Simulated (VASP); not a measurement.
Set up this calculation in VASP 6.6.1, as the native input.

| Item | Value |
| --- | --- |
| Task | single point |
| Functional | PBE |
| Dispersion | D4 |
| Potentials or basis | VASP PAW PBE potentials, release 64 (Hf_pv, B) |
| Cutoff | 520 eV |
| k mesh | 10 × 10 × 8 |
| Occupations | fermi-dirac, width 0.05 eV |
| Spin | no spin polarisation |
| Dipole correction | no |
| Further INCAR settings | ALGO = Normal; EDIFF = 1e-06; NBANDS = 15 |

The structure of HfB2 lies in POSCAR:

```
HfB2
1.0
    3.1266778722      0.0000000000      0.0000000000
   -1.5633389361      2.7077824667      0.0000000000
    0.0000000000      0.0000000000      3.4480124082
Hf B
1 2
Direct
    0.0000000000      0.0000000000      0.0000000000
    0.6666666667      0.3333333333      0.5000000000
    0.3333333333      0.6666666667      0.5000000000
```

One way to write it, as run:

INCAR

```
SYSTEM = HfB2
  PREC = Accurate
  ENCUT = 520
  EDIFF = 1E-6
  ISMEAR = -1
  SIGMA = 0.05
  LREAL = .False.
  LASPH = .True.
  NELM = 60
  ALGO = Normal
  ISIF = 2
  LWAVE = .False.
  LCHARG = .False.
  GGA = PE
  IVDW = 13
  NBANDS = 15
```

KPOINTS

```
Automatic mesh
0
Gamma
  10 10 8
  0 0 0
```

Potentials or basis: VASP PAW PBE potentials, release 64 (Hf_pv, B).

Run with:

```bash
$ cat potpaw_PBE.64/Hf_pv/POTCAR potpaw_PBE.64/B/POTCAR > POTCAR
$ mpirun -np 1 vasp_std > vasp.out
```

It gave:

```json
{
  "Pressure": "-0.4 GPa",
  "Band gap on the k mesh": "zero (band 8 reaches 8.36 eV, above the bottom of band 9 at 7.56 eV)",
  "Dispersion energy per atom": "-0.315 eV"
}
```

Caveat: spin-orbit coupling is left out, which moves the levels of the heavy elements; pairwise dispersion overbinds metals, which lowers pressure and volume.

Wall time 18 s on 1 thread of Intel(R) Xeon(R) Platinum 8259CL CPU @ 2.50GHz (Skylake/Cascade Lake), with other jobs on the host, peak memory 0.16 GiB.
